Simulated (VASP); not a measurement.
Here is a VASP 6.6.1 calculation.

Contents of INCAR:

```
SYSTEM = MoS2
PREC     = Accurate       ! precision mode
ENCUT    = 520            ! plane-wave cutoff, eV
EDIFF    = 1E-6           ! SCF threshold, eV
ISMEAR   = 0              ! smearing method
SIGMA    = 0.15           ! smearing width, eV
LREAL    = .False.        ! projectors in reciprocal space
LASPH    = .True.         ! aspherical terms in the spheres
NELM     = 100            ! most SCF steps
ALGO     = Normal         ! electronic algorithm
ISIF     = 2              ! what is computed and relaxed
LWAVE    = .False.        ! write WAVECAR
LCHARG   = .False.        ! write CHGCAR
GGA      = PE             ! functional
IVDW     = 12             ! dispersion correction
NBANDS   = 20             ! bands
```

KPOINTS

```
Automatic mesh
0
Gamma
  15 15 15
  0 0 0
```

The input POSCAR:

```
MoS2
1.0
    1.5671157387      0.9364418079      5.9549887142
   -1.5671157387      0.9364418079      5.9549887142
    0.0000000000     -1.8728836157      5.9549887142
Mo S
1 2
Direct
    0.0000000000      0.0000000000      0.0000000000
    0.7563704478      0.7563704478      0.7563704478
    0.2436295522      0.2436295522      0.2436295522
```

Potentials or basis: VASP PAW PBE potentials, release 64 (Mo_sv, S).

Command:

```console
$ cat potpaw_PBE.64/Mo_sv/POTCAR potpaw_PBE.64/S/POTCAR > POTCAR
$ mpirun -np 1 vasp_std > vasp.out
```

**Question.** Estimate the dispersion energy per atom.

**Answer.** -0.434 eV.

**Question.** Predict the pressure.

**Answer.** -4.5 GPa.

**Question.** Predict the largest force.

**Answer.** 0.433 eV/Å.

Forces in eV/Å, atoms in the order of the input:
```
Mo   0.000  0.000  0.000
S    0.000  0.145 -0.409
S    0.000 -0.145  0.409
```

Caveat: the cell differs from its parent crystal (atoms displaced along a vibrational mode, the cell strained); the cell stands under tension.
